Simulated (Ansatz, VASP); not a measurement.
One calculation of BiB2, two programs

```xyz
6
Lattice="5.9318 0.0000 0.0000 0.0000 5.9318 0.0000 0.0000 0.0000 3.0462" Properties=species:S:1:pos:R:3 pbc="T T T"
B     0.5624    2.4035    0.0000
B     2.4035    5.3694    0.0000
B     5.3694    3.5284    0.0000
B     3.5284    0.5624    0.0000
Bi    0.0000    0.0000    0.0000
Bi    2.9659    2.9659    0.0000
```

Alike in both runs: functional PBE; k mesh 4 × 4 × 8; occupations gaussian, width 0.1 eV; no spin polarisation.

Ansatz relaxed the structure, and its values are those at the end. VASP's run is a single point on that final structure, the one shown.

|  | VASP | Ansatz |
| --- | --- | --- |
| version | VASP 6.6.1 | Ansatz 0.2.0 |
| potentials or method | VASP PAW PBE potentials, release 64 (B, Bi_d), cutoff 520 eV | scalar-relativistic, plane waves, PAW |
| valence electrons in the cell | 42 | 42 |

Ansatz gave:

```
gap on the k mesh at the Fermi level (eV) : none
pressure (GPa)                            : 0.0
rms of the force components (eV/Å)        : 0.009
```

Estimate VASP's values.

gap on the k mesh at the Fermi level (eV): none; pressure (GPa): 0.0; rms of the force components (eV/Å): 0.013.

A gap of «none» marks a metal or a gap that the smearing closes. With one functional, cell and mesh, what is left measures potentials, basis and numerics.

Spin-orbit coupling is off throughout.
